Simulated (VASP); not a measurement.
# CdS in VASP: further runs

CdS is run at these levels: PBE; tasks: single point.

All numbers are computed with VASP 6.6.1; they aren't measurements. Logs are shortened: lines on timing, memory, paths and dates and some standing lists are left out, and cuts for length are marked.

## Step 1: The cell of the first run

The cell holds a wire or tube with vacuum around it, 2 atoms: a = 9.000 Å, b = 9.300 Å, c = 4.619 Å, α = 90.00°, β = 90.00°, γ = 90.00°.

## Step 2: Single point, PBE, collinear spin

Contents of INCAR:

```
PREC = Accurate
ENCUT = 520
EDIFF = 1E-6
ISMEAR = 0
SIGMA = 0.05
LREAL = F
LASPH = T
NELM = 150
ALGO = Normal
ISIF = 2
LWAVE = F
LCHARG = T
ISPIN = 2
MAGMOM = 0.5 0.5
LORBIT = 11
GGA = PE
LELF = T
LVHAR = T
NBANDS = 20
```

Contents of KPOINTS:

```
regular mesh
0
Gamma
  1 1 14
```

Contents of POSCAR:

```
CdS
1.0
    9.0000000000      0.0000000000      0.0000000000
    0.0000000000      9.3000000000      0.0000000000
    0.0000000000      0.0000000000      4.6191889430
Cd S
1 1
Direct
    0.5000000000      0.5000000000      0.0000000000
    0.5000000000      0.5000000000      0.4650000000
```

Potentials or basis: VASP PAW PBE potentials, release 64 (Cd, S).

Command:

```
$ cat potpaw_PBE.64/Cd/POTCAR potpaw_PBE.64/S/POTCAR > POTCAR
$ mpirun -np 1 vasp_std > vasp.out
```

OUTCAR:

```text
PREC = Accurate
   ENCUT = 520
   EDIFF = 1E-6
   ISMEAR = 0
   LREAL = F
   LASPH = T
   NELM = 150
   ISIF = 2
   ISPIN = 2
   LORBIT = 11
   GGA = PE

 ion  position               nearest neighbor table
   1  0.500  0.500  0.000-   2 2.15   2 2.47
   2  0.500  0.500  0.465-   1 2.15   1 2.47

  LATTYP: Found a simple orthorhombic cell.
 ALAT       =     4.6191889430
 B/A-ratio  =     1.9483939954
 C/A-ratio  =     2.0133404619

  Lattice vectors:

 A1 = (   0.0000000000,   0.0000000000,   4.6191889430)
 A2 = (   9.0000000000,   0.0000000000,   0.0000000000)
 A3 = (   0.0000000000,   9.3000000000,   0.0000000000)

Analysis of symmetry for initial positions (statically):
=====================================================================
 Subroutine PRICEL returns:
 Original cell was already a primitive cell.

 Routine SETGRP: Setting up the symmetry group for a
 simple orthorhombic supercell.

 Subroutine GETGRP returns: Found  4 space group operations
 (whereof  4 operations were pure point group operations)
 out of a pool of  8 trial point group operations.

The static configuration has the point symmetry C_2v.

Analysis of symmetry for dynamics (positions and initial velocities):
=====================================================================
 Subroutine PRICEL returns:
 Original cell was already a primitive cell.

 Routine SETGRP: Setting up the symmetry group for a
 simple orthorhombic supercell.

 Subroutine GETGRP returns: Found  4 space group operations
 (whereof  4 operations were pure point group operations)
 out of a pool of  8 trial point group operations.

The dynamic configuration has the point symmetry C_2v.

Analysis of structural, dynamic, and magnetic symmetry:
=====================================================================
 Subroutine PRICEL returns:
 Original cell was already a primitive cell.

 Routine SETGRP: Setting up the symmetry group for a
 simple orthorhombic supercell.

 Subroutine GETGRP returns: Found  4 space group operations
 (whereof  4 operations were pure point group operations)
 out of a pool of  8 trial point group operations.

The overall configuration has the point symmetry C_2v.

 Subroutine INISYM returns: Found  4 space group operations
 (whereof  4 operations are pure point group operations),
 and found     1 'primitive' translations

[... 100 lines left out ...]
  Thomas-Fermi vector in A             =   1.636395
   LORBIT       =     11    0 simple, 1 ext, 2 COOP (PROOUT), +10 PAW based schemes
   GGA     = PE    functional components
   LHFCALC =     F    Hartree Fock is set to
   AEXX    =    0.0000 exact exchange contribution
   IVDW    =     0    specifies the selected vdW correction
   LEPSILON=     F    determine dielectric tensor
   LRPA    =     F    only Hartree local field effects (RPA)
 spin polarized calculation
 Gauss-broadening in eV      SIGMA  =   0.05
  energy-cutoff  :      520.00
  volume of cell :      386.63
 maximum number of plane-waves:     10457
 NGX is ok and might be reduce to    70

 number of electron      18.0000000 magnetization       0.0000229

 number of electron      18.0000000 magnetization      -0.0000086

 Free energy of the ion-electron system (eV)
  ---------------------------------------------------
  ext. energy  EPLUGINS =         0.00000000
  ---------------------------------------------------
  free energy    TOTEN  =        -4.11416161 eV

  energy without entropy =       -4.11416161  energy(sigma->0) =       -4.11416161

 E-fermi :  -4.4949     XC(G=0):  -2.2102

 val. band max:       -4.7506187330   @ k =   0.0000   0.0000   0.5000
 cond. band min:      -3.7898115259   @ k =   0.0000   0.0000   0.0000
 fundamental gap:      0.9608072071
 Fermi energy:        -4.4949026988

 spin component 1

 k-point     1 :       0.0000    0.0000    0.0000
  band No.  band energies     occupation
      1     -16.8912      1.00000
      2     -12.9512      1.00000
      3     -12.9512      1.00000
      4     -12.7978      1.00000
      5     -12.7978      1.00000
      6     -11.9970      1.00000
[... 160 lines left out ...]
      6     -12.7955      1.00000
[... 12 lines left out ...]
     19       3.7878      0.00000
     20       3.9212      0.00000
 Fermi energy:        -4.4949026988

 spin component 2

 k-point     1 :       0.0000    0.0000    0.0000
  band No.  band energies     occupation
      1     -16.8912      1.00000
      2     -12.9512      1.00000
      3     -12.9512      1.00000
      4     -12.7978      1.00000
      5     -12.7978      1.00000
      6     -11.9970      1.00000
[... 173 lines left out ...]
     19       3.7882      0.00000
     20       3.9483      0.00000

------------------------ aborting loop because EDIFF is reached ----------------------------------------

  FORCE on cell =-STRESS in cart. coord.  units (eV):
  Direction    XX          YY          ZZ          XY          YZ          ZX
  --------------------------------------------------------------------------------------
  -------------------------------------------------------------------------------------
  Total        0.0175446      0.0081834      1.7319196      0.0000000      0.0000000      0.0000000
  in kB        0.0727046      0.0339119      7.1770693      0.0000000      0.0000000      0.0000000
  external PRESSURE =       2.4278953 kB  Pullay stress =       0.0000000 kB

 VOLUME and BASIS-vectors are now :
 -----------------------------------------------------------------------------
  energy-cutoff  :      520.00
  volume of cell :      386.63
      direct lattice vectors                 reciprocal lattice vectors
     9.000000000  0.000000000  0.000000000     0.111111111  0.000000000  0.000000000
     0.000000000  9.300000000  0.000000000     0.000000000  0.107526882  0.000000000
     0.000000000  0.000000000  4.619188943     0.000000000  0.000000000  0.216488222

 POSITION                                       TOTAL-FORCE (eV/Angst)
 -----------------------------------------------------------------------------------
      4.50000      4.65000      0.00000         0.000000      0.000000     -3.469484
      4.50000      4.65000      2.14792         0.000000      0.000000      3.469484
 -----------------------------------------------------------------------------------
    total drift:                                0.000000      0.000000     -0.000012

  FREE ENERGIE OF THE ION-ELECTRON SYSTEM (eV)
  ---------------------------------------------------
  free  energy   TOTEN  =        -4.1141616073 eV

  energy  without entropy=       -4.1141616073  energy(sigma->0) =       -4.11416161

 total charge

# of ion       s       p       d       tot
------------------------------------------
    1        0.478   0.286   9.550  10.315
    2        1.297   2.439   0.000   3.736
--------------------------------------------------
tot          1.775   2.725   9.550  14.050

 magnetization (x)

# of ion       s       p       d       tot
------------------------------------------
    1       -0.000  -0.000   0.000  -0.000
    2        0.000  -0.000   0.000  -0.000
--------------------------------------------------
tot          0.000  -0.000   0.000  -0.000
```

OSZICAR:

```text
N       E                     dE             d eps       ncg     rms          rms(c)
DAV:   1     0.130737831444E+03    0.13074E+03   -0.50473E+03   640   0.583E+02
[... 13 lines left out ...]
DAV:  15    -0.411407030752E+01   -0.18696E-03   -0.18632E-05   652   0.168E-02    0.590E-03
DAV:  16    -0.411411040192E+01   -0.40094E-04   -0.38794E-06   660   0.758E-03    0.183E-03
DAV:  17    -0.411414075063E+01   -0.30349E-04   -0.27679E-06   636   0.824E-03    0.179E-03
DAV:  18    -0.411415393152E+01   -0.13181E-04   -0.13070E-06   648   0.441E-03    0.820E-04
DAV:  19    -0.411415825803E+01   -0.43265E-05   -0.37099E-07   528   0.305E-03    0.526E-04
DAV:  20    -0.411416165967E+01   -0.34016E-05   -0.39786E-07   584   0.193E-03    0.367E-04
DAV:  21    -0.411416160727E+01    0.52399E-07   -0.46226E-08   600   0.531E-04
   1 F= -.41141616E+01 E0= -.41141616E+01  d E =-.167938E-13  mag=    -0.0000
```

stdout:

```text
POSCAR found type information on POSCAR CdS
 POSCAR found :  2 types and       2 ions
 scaLAPACK will be used
 LDA part: xc-table for (Slater+PW92), standard interpolation
 POSCAR, INCAR and KPOINTS ok, starting setup
 FFT: planning ... GRIDC
 FFT: planning ... GRID_SOFT
 FFT: planning ... GRID
 WAVECAR not read
 entering main loop
```

Wall time 2.3 min (1 thread of Intel Xeon 6975P-C (Granite Rapids), shared host); peak memory 0.55 GiB.

What came out:

```
Free energy                                           : -4.1142 eV
Largest force                                         : 3.469 eV/Å
Band gap on the k mesh                                : 0.96 eV (least direct gap 1.78 eV)
Net moment                                            : 0.00 μB per cell
Valence electrons inside the program's atomic spheres : Cd 10.31; S 3.74
```

Forces in eV/Å, atoms in the order of the input:
```
Cd   0.000  0.000 -3.469
S    0.000  0.000  3.469
```

## Step 3: Single point, PBE, collinear spin

This run uses another cell than the first one, of the same volume but with other edges.

Contents of INCAR:

```
ALGO     = Normal         # electronic algorithm
EDIFF    = 1E-6           # SCF threshold, eV
ENCUT    = 520            # plane-wave cutoff, eV
GGA      = PE             # functional
ISIF     = 2              # what is computed and relaxed
ISMEAR   = 0              # smearing method
ISPIN    = 2              # spin polarisation
LASPH    = True           # aspherical terms in the spheres
LCHARG   = False          # write CHGCAR
LORBIT   = 11             # projections on sites
LREAL    = False          # projectors in reciprocal space
LWAVE    = False          # write WAVECAR
MAGMOM   = 0.5 0.5        # initial moments
NBANDS   = 20             # bands
NELM     = 150            # most SCF steps
PREC     = Accurate       # precision mode
SIGMA    = 0.05           # smearing width, eV
```

Contents of KPOINTS:

```
k-points
0
Gamma
  1 1 16
```

Contents of POSCAR:

```
CdS
1.0
   10.0000000000      0.0000000000      0.0000000000
    0.0000000000      9.3000000000      0.0000000000
    0.0000000000      0.0000000000      4.1572700487
Cd S
1 1
Direct
    0.4480341244      0.5000000000      0.0000000000
    0.5519658756      0.5000000000      0.5000000000
```

Potentials or basis: VASP PAW PBE potentials, release 64 (Cd, S).

Command:

```
$ cat potpaw_PBE.64/Cd/POTCAR potpaw_PBE.64/S/POTCAR > POTCAR
$ mpirun -np 1 vasp_std > vasp.out
```

Wall time 2.3 min (1 thread of Intel Xeon 6975P-C (Granite Rapids), shared host); peak memory 0.57 GiB.

It converged, with:

| Item | Value |
| --- | --- |
| Free energy | -4.6182 eV |
| Largest force | 0.107 eV/Å |
| Band gap on the k mesh | 2.21 eV (least direct gap 2.34 eV) |
| Net moment | 0.00 μB per cell |
| Valence electrons inside the program's atomic spheres | Cd 10.34; S 3.69 |

Forces on the atoms (eV/Å):
```
Cd   0.107  0.000  0.000
S   -0.107  0.000  0.000
```

Levels at points of the mesh, in eV from the valence-band top:
Spin up:
```csv
k point,band 7,band 8,band 9,band 10,band 11,band 12
"(0.00, 0.00, 0.00)",-1.63,-0.81,-0.79,2.21,4.50,4.82
"(0.00, 0.00, 0.50)",-3.65,-1.01,0.00,2.34,4.30,5.88
```
Spin down:
```tsv
k point	band 6	band 7	band 8	band 9	band 10	band 11	band 12	band 13
(0.00, 0.00, 0.00)	-7.29	-1.63	-0.81	-0.79	2.21	4.50	4.82	5.22
(0.00, 0.00, 0.50)	-7.21	-3.65	-1.01	0.00	2.34	4.30	5.89	6.92
```
